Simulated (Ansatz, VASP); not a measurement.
One calculation of AgCl, two programs

Contents of POSCAR:

```
AgCl
1.0
    0.0000000000      2.9950020000      2.6622240000
    2.9950020000      0.0000000000      2.6622240000
    2.9950020000      2.9950020000      0.0000000000
Ag Cl
1 1
Direct
    0.5000000000      0.5000000000      0.5000000000
    0.0000000000      0.0000000000      0.0000000000
```

File INCAR.step1:

```
SYSTEM = AgCl
ALGO = Normal
EDIFF = 1E-5
ENCUT = 550
GGA = PE
GGA_COMPAT = .FALSE.
ISMEAR = 0
LASPH = .TRUE.
LCHARG = .FALSE.
LREAL = .FALSE.
LWAVE = .TRUE.
NBANDS = 16
NELM = 120
PREC = Accurate
SIGMA = 0.05
```

INCAR.step2

```
SYSTEM = AgCl
ALGO = Normal
EDIFF = 1E-6
ENCUT = 550
GGA_COMPAT = .FALSE.
ISIF = 2
ISMEAR = 0
ISTART = 1
LASPH = .TRUE.
LCHARG = .FALSE.
LMIXTAU = .TRUE.
LREAL = .FALSE.
LWAVE = .FALSE.
METAGGA = R2SCAN
NBANDS = 16
NELM = 120
PREC = Accurate
SIGMA = 0.05
```

File KPOINTS:

```
k-points
0
G
  8 8 8
  0 0 0
```

Input for Ansatz:

```yaml
crystal:
  lattice:
    - [0.0, 2.995002, 2.662224]
    - [2.995002, 0.0, 2.662224]
    - [2.995002, 2.995002, 0.0]
  atoms:
    - { symbol: Ag, position: [0.5, 0.5, 0.5] }
    - { symbol: Cl, position: [0.0, 0.0, 0.0] }
basis:
  ecutwfc: 500
kpoints:
  mp_grid: { grid: [8, 8, 8] }
hamiltonian:
  xc: r2scan
scf:
  occupations: { method: gaussian, width: 0.05 }
output:
  forces: true
  stress: true
  eigenvalues: true
```

Change from the starting cell: strain +0.080 along x and y, -0.040 along z, atoms carried along.

Alike in both runs: task single point; functional r2SCAN; k mesh 8 × 8 × 8; occupations gaussian, width 0.05 eV; no spin polarisation.

|  | VASP | Ansatz |
| --- | --- | --- |
| version | VASP 6.6.1 | Ansatz 0.2.0 |
| potentials or method | VASP PAW PBE potentials, release 64 (Ag, Cl), cutoff 550 eV | scalar-relativistic, plane waves, PAW |
| valence electrons in the cell | 18 | 26 |

VASP gave:

* gap on the k mesh at the Fermi level (eV): 1.25
* least direct gap on the mesh (eV): 3.44
* pressure (GPa): -3.4
* traceless stress, the component that is largest in VASP (GPa): 0.39

Problem. Estimate Ansatz's values.

Solution. gap on the k mesh at the Fermi level (eV): 1.30; least direct gap on the mesh (eV): 3.45; pressure (GPa): -3.4; traceless stress, the component that is largest in VASP (GPa): 0.45.

VASP's potentials were made for PBE, not for r2SCAN. VASP's potentials hold 18 valence electrons a cell and Ansatz's 26, so a difference there can come from the potentials and not from the codes.
